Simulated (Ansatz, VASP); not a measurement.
Two plane-wave programs on GaMo

```
Ga Mo
1.0
     2.78356    0.00000    0.00000
    -1.39178    2.41064    0.00000
     0.00000    0.00000    5.22315
Ga Mo
1 1
Direct
  0.00000 0.00000 0.00000
  0.00000 0.00000 0.50000
```

Alike in both runs: functional PBE; k mesh 7 × 7 × 4; occupations gaussian, width 0.2 eV; no spin polarisation.

Ansatz relaxed the structure, and its values are those at the end. VASP's run is a single point on that final structure, the one shown.

```csv
,VASP,Ansatz
version,VASP 6.6.1,Ansatz 0.2.0
potentials or method,"VASP PAW PBE potentials, release 64 (Ga_d, Mo_sv), cutoff 520 eV","scalar-relativistic, plane waves, PAW"
valence electrons in the cell,27,27
```

VASP gave:

```
gap on the k mesh at the Fermi level (eV) : none
pressure (GPa)                            : 0.6
```

Task: What did Ansatz give for the same quantities?

Result: gap on the k mesh at the Fermi level (eV): none; pressure (GPa): 0.3.

A gap of «none» marks a metal or a gap that the smearing closes.

The k mesh is coarse, so the values compare programs but aren't converged.
